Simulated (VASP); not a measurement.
A run of VASP 6.6.1 is set up as follows.

Contents of INCAR:

```
SYSTEM = TiAl
ALGO = Fast
EDIFF = 1E-6
ENCUT = 520
ISIF = 2
ISMEAR = 0
ISPIN = 2
LASPH = .TRUE.
LCHARG = .TRUE.
LELF = .TRUE.
LMAXMIX = 4
LORBIT = 11
LREAL = .FALSE.
LVHAR = .TRUE.
LWAVE = .FALSE.
MAGMOM = 1 0
NBANDS = 18
NELM = 150
NUPDOWN = 1.0
PREC = Accurate
SIGMA = 0.15
```

Contents of KPOINTS:

```
k-points
0
G
  21 21 12
  0 0 0
```

The input POSCAR:

```
TiAl
1.0
    2.7349265319      0.0000000000      0.0000000000
   -1.3674632659      2.3685158541      0.0000000000
    0.0000000000      0.0000000000      4.4642272374
Ti Al
1 1
Direct
    0.0000000000      0.0000000000      0.0000000000
    0.3333333333      0.6666666667      0.5000000000
```

Potentials or basis: VASP PAW LDA potentials, release 64 (Ti_sv, Al).

Launch:

```bash
$ cat potpaw_LDA.64/Ti_sv/POTCAR potpaw_LDA.64/Al/POTCAR > POTCAR
$ mpirun -np 1 vasp_std > vasp.out
```

Question: Predict the pressure.

Answer: 12.7 GPa.

Stress tensor (GPa, compression positive):
```
13.55  0.00  0.00
 0.00 13.55  0.00
 0.00  0.00 11.05
```

Caveat: the cell stands under pressure; the total moment is fixed, so each spin has its own Fermi level.
